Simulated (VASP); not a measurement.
Si, 2 atoms in the cell. It takes space group I4_1/amd (No. 141, tetragonal). Conventional cell: a = 4.490 Å, b = 4.490 Å, c = 2.436 Å, α = 90.00°, β = 90.00°, γ = 90.00°. Si (site symmetry -4m2) has 10 Si at 2.33 to 2.89 Å within 3.1 Å. 

```yaml
Program: VASP 6.6.1
Task: relaxation of shape and atoms at fixed volume
Functional: PBE
Potentials_or_basis: VASP PAW PBE potentials, release 64 (Si)
Cutoff: 600 eV
k_mesh: 20 × 20 × 20
Occupations: gaussian, width 0.05 eV
Spin: no spin polarisation
Dipole_correction: no
Further_INCAR_settings: ALGO = Normal; EDIFF = 1e-06; IBRION = 2; EDIFFG = -0.01; NSW = 60; ISIF = 4
```

Potentials or basis: VASP PAW PBE potentials, release 64 (Si).

Launch:

```sh
$ cat potpaw_PBE.64/Si/POTCAR > POTCAR
$ mpirun -np 1 vasp_std > vasp.out
```

Hardware: 1 thread of Intel(R) Xeon(R) Platinum 8259CL CPU @ 2.50GHz (Skylake/Cascade Lake), on a shared host.

How long does it take, and how much memory?

It took 4 min on 1 thread of Intel(R) Xeon(R) Platinum 8259CL CPU @ 2.50GHz (Skylake/Cascade Lake), on a shared host, peak memory 0.25 GiB. Counts: scf iterations 18, k points 641, ion steps 3.
